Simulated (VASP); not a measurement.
# CsBr (Pm-3m) in VASP: notebook, part 2 of 2

VASP 6.6.1. Earlier steps stand in the parts before.

### Step 3. Single point, r2SCAN (volume changed by -3%)

Input file POSCAR:

```
CsBr
1.0
    4.2757450006      0.0000000000      0.0000000000
    0.0000000000      4.2757450006      0.0000000000
    0.0000000000      0.0000000000      4.2757450006
Cs Br
1 1
Direct
    0.0000000000      0.0000000000      0.0000000000
    0.5000000000      0.5000000000      0.5000000000
```

Input file INCAR.step1:

```
PREC = Accurate ; ENCUT = 550
ISMEAR = 0 ; SIGMA = 0.01
LREAL = False ; LASPH = True
NELM = 120 ; NBANDS = 15
GGA = PE ; ALGO = Normal
EDIFF = 1E-5 ; LWAVE = True
LCHARG = False ; GGA_COMPAT = False
```

Input file INCAR.step2:

```
PREC = Accurate ; ENCUT = 550
EDIFF = 1E-6 ; ISMEAR = 0
SIGMA = 0.01 ; LREAL = False
LASPH = True ; NELM = 120
ALGO = Normal ; ISIF = 2
LWAVE = False ; LCHARG = True
METAGGA = R2SCAN ; LMIXTAU = True
LELF = True ; LVHAR = True
NBANDS = 15 ; ISTART = 1
GGA_COMPAT = False
```

Input file KPOINTS:

```
Automatic mesh
0
Gamma
  6 6 6
```

Potentials or basis: VASP PAW PBE potentials, release 64 (Cs_sv, Br).

Launch:

```console
cat potpaw_PBE.64/Cs_sv/POTCAR potpaw_PBE.64/Br/POTCAR > POTCAR
cp INCAR.step1 INCAR
mpirun -np 1 vasp_std > vasp.out
cp INCAR.step2 INCAR
mpirun -np 1 vasp_std > vasp.out
```

OUTCAR:

```text
PREC = Accurate
   ENCUT = 550
   EDIFF = 1E-6
   ISMEAR = 0
   LREAL = False
   LASPH = True
   NELM = 120
   ISIF = 2
   METAGGA = R2SCAN
   ISTART = 1

 ion  position               nearest neighbor table
   1  0.000  0.000  0.000-
   2  0.500  0.500  0.500-

  LATTYP: Found a simple cubic cell.
 ALAT       =     4.2757450006

  Lattice vectors:

 A1 = (   4.2757450006,   0.0000000000,   0.0000000000)
 A2 = (   0.0000000000,   4.2757450006,   0.0000000000)
 A3 = (   0.0000000000,   0.0000000000,   4.2757450006)

Analysis of symmetry for initial positions (statically):
=====================================================================
 Subroutine PRICEL returns:
 Original cell was already a primitive cell.

 Routine SETGRP: Setting up the symmetry group for a
 simple cubic supercell.

 Subroutine GETGRP returns: Found 48 space group operations
 (whereof 48 operations were pure point group operations)
 out of a pool of 48 trial point group operations.

The static configuration has the point symmetry O_h .

Analysis of symmetry for dynamics (positions and initial velocities):
=====================================================================
 Subroutine PRICEL returns:
 Original cell was already a primitive cell.

 Routine SETGRP: Setting up the symmetry group for a
 simple cubic supercell.

 Subroutine GETGRP returns: Found 48 space group operations
 (whereof 48 operations were pure point group operations)
 out of a pool of 48 trial point group operations.

The dynamic configuration has the point symmetry O_h .

 Subroutine INISYM returns: Found 48 space group operations
 (whereof 48 operations are pure point group operations),
 and found     1 'primitive' translations

[... 115 lines left out ...]
   LHFCALC =     F    Hartree Fock is set to
   AEXX    =    0.0000 exact exchange contribution
   IVDW    =     0    specifies the selected vdW correction
   LEPSILON=     F    determine dielectric tensor
   LRPA    =     F    only Hartree local field effects (RPA)
 non-spin polarized calculation
 Gauss-broadening in eV      SIGMA  =   0.01
  energy-cutoff  :      550.00
  volume of cell :       78.17
 maximum number of plane-waves:      2320
 NGX is ok and might be reduce to    36
   NGX = 17   NGY = 17   NGZ = 17

 number of electron      15.9999997 magnetization

 Free energy of the ion-electron system (eV)
  ---------------------------------------------------
  ext. energy  EPLUGINS =         0.00000000
  ---------------------------------------------------
  free energy    TOTEN  =       -42.31997301 eV

  energy without entropy =      -42.31997301  energy(sigma->0) =      -42.31997301

 E-fermi :  -0.5785     XC(G=0):  -8.4954

 val. band max:       -0.6199386416   @ k =   0.0000   0.0000   0.0000
 cond. band min:       4.6977397638   @ k =   0.0000   0.0000   0.0000
 fundamental gap:      5.3176784054
 Fermi energy:        -0.5784678985

 k-point     1 :       0.0000    0.0000    0.0000
  band No.  band energies     occupation
      1     -20.9190      2.00000
      2     -13.4316      2.00000
      3      -7.1325      2.00000
      4      -7.1325      2.00000
      5      -7.1325      2.00000
      6      -0.6199      2.00000
      7      -0.6199      2.00000
      8      -0.6199      2.00000
      9       4.6977      0.00000
     10       4.7706      0.00000
     11       4.7706      0.00000
     12       9.2235      0.00000
     13       9.2235      0.00000
     14       9.2235      0.00000
[... 329 lines left out ...]
      2     -13.2419      2.00000
      3      -7.5472      2.00000
      4      -7.5472      2.00000
      5      -7.5472      2.00000
      6      -1.8205      2.00000
      7      -1.8205      2.00000
      8      -1.8205      2.00000
      9       8.4183      0.00000
     10       8.4183      0.00000
     11       8.4183      0.00000
     12       9.3186      0.00000
     13       9.3186      0.00000
     14       9.3186      0.00000
     15      11.4122      0.00000

------------------------ aborting loop because EDIFF is reached ----------------------------------------

  FORCE on cell =-STRESS in cart. coord.  units (eV):
  Direction    XX          YY          ZZ          XY          YZ          ZX
  --------------------------------------------------------------------------------------
  -------------------------------------------------------------------------------------
  Total        0.3018787      0.3018787      0.3018787      0.0000000      0.0000000     -0.0000000
  in kB        6.1873933      6.1873933      6.1873933      0.0000000      0.0000000     -0.0000000
  external PRESSURE =       6.1873933 kB  Pullay stress =       0.0000000 kB

 VOLUME and BASIS-vectors are now :
 -----------------------------------------------------------------------------
  energy-cutoff  :      550.00
  volume of cell :       78.17
      direct lattice vectors                 reciprocal lattice vectors
     4.275745001  0.000000000  0.000000000     0.233877371  0.000000000  0.000000000
     0.000000000  4.275745001  0.000000000     0.000000000  0.233877371  0.000000000
     0.000000000  0.000000000  4.275745001     0.000000000  0.000000000  0.233877371

 POSITION                                       TOTAL-FORCE (eV/Angst)
 -----------------------------------------------------------------------------------
      0.00000      0.00000      0.00000         0.000000      0.000000      0.000000
      2.13787      2.13787      2.13787         0.000000      0.000000      0.000000
 -----------------------------------------------------------------------------------
    total drift:                                0.000000      0.000000      0.000000

  FREE ENERGIE OF THE ION-ELECTRON SYSTEM (eV)
  ---------------------------------------------------
  free  energy   TOTEN  =       -42.3199730103 eV

  energy  without entropy=      -42.3199730103  energy(sigma->0) =      -42.31997301
```

It took 43 s on 1 thread of Intel Xeon 6975P-C (Granite Rapids), shared host; peak memory 0.22 GiB.

What came out:

| Property | Result |
| --- | --- |
| Free energy | -42.3200 eV |
| Pressure | 0.6 GPa |
| Band gap on the k mesh | 5.32 eV, direct |

Caveat: the cell differs from its parent crystal (volume changed by -3%); the PAW data sets were made with another functional, which shifts forces and pressure a little; spin-orbit coupling is left out, which moves the levels of the heavy elements.

### Step 4. Single point, r2SCAN

This run uses another cell than the first one, of 40.29 Å³/atom, 1.064 times its volume.

Input file POSCAR:

```
CsBr
1.0
    4.3193780653      0.0000000000      0.0000000000
    0.0000000000      4.3193780653      0.0000000000
    0.0000000000      0.0000000000      4.3193780653
Cs Br
1 1
Direct
    0.0000000000      0.0000000000      0.0000000000
    0.5000000000      0.5000000000      0.5000000000
```

Input file INCAR.step1:

```
  ALGO = Normal
  EDIFF = 1E-5
  ENCUT = 550
  GGA = PE
  GGA_COMPAT = F
  ISMEAR = 0
  LASPH = T
  LCHARG = F
  LREAL = F
  LWAVE = T
  NBANDS = 15
  NELM = 120
  PREC = Accurate
  SIGMA = 0.01
```

Input file INCAR.step2:

```
  ALGO = Normal
  EDIFF = 1E-6
  ENCUT = 550
  GGA_COMPAT = F
  ISIF = 2
  ISMEAR = 0
  ISTART = 1
  LASPH = T
  LCHARG = T
  LELF = T
  LMIXTAU = T
  LREAL = F
  LVHAR = T
  LWAVE = F
  METAGGA = R2SCAN
  NBANDS = 15
  NELM = 120
  PREC = Accurate
  SIGMA = 0.01
```

Input file KPOINTS:

```
k-points
0
Gamma
  6 6 6
```

Launch:

```console
cat potpaw_PBE.64/Cs_sv/POTCAR potpaw_PBE.64/Br/POTCAR > POTCAR
cp INCAR.step1 INCAR
mpirun -np 1 vasp_std > vasp.out
cp INCAR.step2 INCAR
mpirun -np 1 vasp_std > vasp.out
```

Run time: 43 s. Hardware: 1 thread of Intel Xeon 6975P-C (Granite Rapids), shared host; peak memory 0.22 GiB.

It converged, with:

```yaml
Free_energy: -42.3254 eV
Pressure: 0.1 GPa
Band_gap_on_the_k_mesh: 5.19 eV, indirect (the least direct gap lies 4.8 meV higher)
```

Levels at points of the mesh, in eV from the valence-band top:
```tsv
k point	band 6	band 7	band 8	band 9	band 10	band 11
(0.00, 0.00, 0.00)	0.00	0.00	0.00	5.19	5.42	5.42
(0.50, 0.00, 0.00)	-1.26	-0.19	-0.19	6.43	7.85	8.37
(0.50, 0.50, 0.00)	-0.58	-0.58	0.00	5.84	6.11	7.85
(0.50, 0.50, 0.50)	-1.13	-1.13	-1.13	8.89	8.89	8.89
```

Caveat: the PAW data sets were made with another functional, which shifts forces and pressure a little; spin-orbit coupling is left out, which moves the levels of the heavy elements. A k mesh can miss the band edges.

### Step 5. Single point, r2SCAN

This run uses another cell than the first one, of 40.29 Å³/atom, 1.064 times its volume.

POSCAR is that of step 4.

Input file INCAR.step1:

```
SYSTEM = CsBr
PREC     = Accurate       ! precision mode
ENCUT    = 550            ! plane-wave cutoff, eV
ISMEAR   = 0              ! smearing method
SIGMA    = 0.01           ! smearing width, eV
LREAL    = .False.        ! projectors in reciprocal space
LASPH    = .True.         ! aspherical terms in the spheres
NELM     = 120            ! most SCF steps
NBANDS   = 15             ! bands
GGA      = PE             ! functional
ALGO     = Normal         ! electronic algorithm
EDIFF    = 1E-5           ! SCF threshold, eV
LWAVE    = .True.         ! write WAVECAR
LCHARG   = .False.        ! write CHGCAR
GGA_COMPAT= .False.
```

Input file INCAR.step2:

```
SYSTEM = CsBr
PREC     = Accurate       ! precision mode
ENCUT    = 550            ! plane-wave cutoff, eV
EDIFF    = 1E-6           ! SCF threshold, eV
ISMEAR   = 0              ! smearing method
SIGMA    = 0.01           ! smearing width, eV
LREAL    = .False.        ! projectors in reciprocal space
LASPH    = .True.         ! aspherical terms in the spheres
NELM     = 120            ! most SCF steps
ALGO     = Normal         ! electronic algorithm
ISIF     = 2              ! what is computed and relaxed
LWAVE    = .False.        ! write WAVECAR
LCHARG   = .False.        ! write CHGCAR
METAGGA  = R2SCAN         ! meta-GGA
LMIXTAU  = .True.       
NBANDS   = 15             ! bands
ISTART   = 1            
GGA_COMPAT= .False.
```

Input file KPOINTS:

```
Automatic mesh
0
Gamma
  6 6 6
  0 0 0
```

Launch:

```console
cat potpaw_PBE.64/Cs_sv/POTCAR potpaw_PBE.64/Br/POTCAR > POTCAR
cp INCAR.step1 INCAR
mpirun -np 1 vasp_std > vasp.out
cp INCAR.step2 INCAR
mpirun -np 1 vasp_std > vasp.out
```

Run time: 39 s. Hardware: 1 thread of Intel Xeon 6975P-C (Granite Rapids), shared host; peak memory 0.22 GiB.

The run converged. Its results:

```
Free energy            : -42.3254 eV
Pressure               : 0.1 GPa
Band gap on the k mesh : 5.19 eV, indirect (the least direct gap lies 4.8 meV higher)
```

Levels at points of the mesh, in eV from the valence-band top:
| k point | band 4 | band 5 | band 6 | band 7 | band 8 | band 9 | band 10 | band 11 | band 12 | band 13 |
| --- | --- | --- | --- | --- | --- | --- | --- | --- | --- | --- |
| (0.00, 0.00, 0.00) | -6.57 | -6.57 | 0.00 | 0.00 | 0.00 | 5.19 | 5.42 | 5.42 | 9.75 | 9.75 |
| (0.50, 0.00, 0.00) | -6.47 | -6.47 | -1.26 | -0.19 | -0.19 | 6.43 | 7.85 | 8.37 | 8.94 | 9.49 |
| (0.50, 0.50, 0.00) | -7.12 | -6.41 | -0.58 | -0.58 | 0.00 | 5.84 | 6.11 | 7.85 | 7.85 | 11.65 |
| (0.50, 0.50, 0.50) | -6.95 | -6.95 | -1.13 | -1.13 | -1.13 | 8.89 | 8.89 | 8.89 | 9.78 | 9.78 |

Caveat: the PAW data sets were made with another functional, which shifts forces and pressure a little; spin-orbit coupling is left out, which moves the levels of the heavy elements. A k mesh can miss the band edges.

### Step 6. Summary

```tsv
cell	gap on the mesh (eV)	pressure (GPa)
a = 4.231 Å, 2 atoms	5.35	1.2
a = 4.276 Å, 2 atoms	5.32	0.6
a = 4.319 Å, 2 atoms	5.19	0.1
```

Alike in all rows: task single point; level r2SCAN; potentials or basis VASP PAW PBE potentials, release 64 (Cs_sv, Br); no spin polarisation; k mesh 6 × 6 × 6; cutoff (eV) 550; smearing gaussian 0.01 eV.

Caveats: the PAW data sets were made with another functional, which shifts forces and pressure a little; spin-orbit coupling is left out, which moves the levels of the heavy elements.

Total energies depend on the potentials used, so only differences within one code and one set of settings carry meaning.
